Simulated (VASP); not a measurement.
Wanted: the native input for a VASP 6.6.1 run.

```
Task                   : single point
Functional             : PBE
Potentials or basis    : VASP PAW PBE potentials, release 64 (Au)
Cutoff                 : 520 eV
k mesh                 : 16 × 16 × 16
Occupations            : fermi-dirac, width 0.1 eV
Spin                   : no spin polarisation
Dipole correction      : no
Further INCAR settings : ALGO = Normal; EDIFF = 1e-06; NBANDS = 12
```

The structure of Au lies in POSCAR:

```
Au
1.0
    0.0000000000      2.0789359948      2.0789359948
    2.0789359948      0.0000000000      2.0789359948
    2.0789359948      2.0789359948      0.0000000000
Au
1
Direct
    0.0000000000      0.0000000000      0.0000000000
```

The input as run:

INCAR

```
SYSTEM = Au
PREC = Accurate
ENCUT = 520
EDIFF = 1E-6
ISMEAR = -1
SIGMA = 0.1
LREAL = .FALSE.
LASPH = .TRUE.
NELM = 60
ALGO = Normal
ISIF = 2
LWAVE = .FALSE.
LCHARG = .FALSE.
GGA = PE
NBANDS = 12
```

KPOINTS

```
Automatic mesh
0
G
  16 16 16
  0 0 0
```

Potentials or basis: VASP PAW PBE potentials, release 64 (Au).

Launch:

```sh
$ cat potpaw_PBE.64/Au/POTCAR > POTCAR
$ mpirun -np 1 vasp_std > vasp.out
```

Results of the run:

- Pressure: -0.2 GPa

It took 15 s on 1 thread of Intel(R) Xeon(R) Platinum 8488C (Sapphire Rapids) (shared host), peak memory 0.16 GiB.
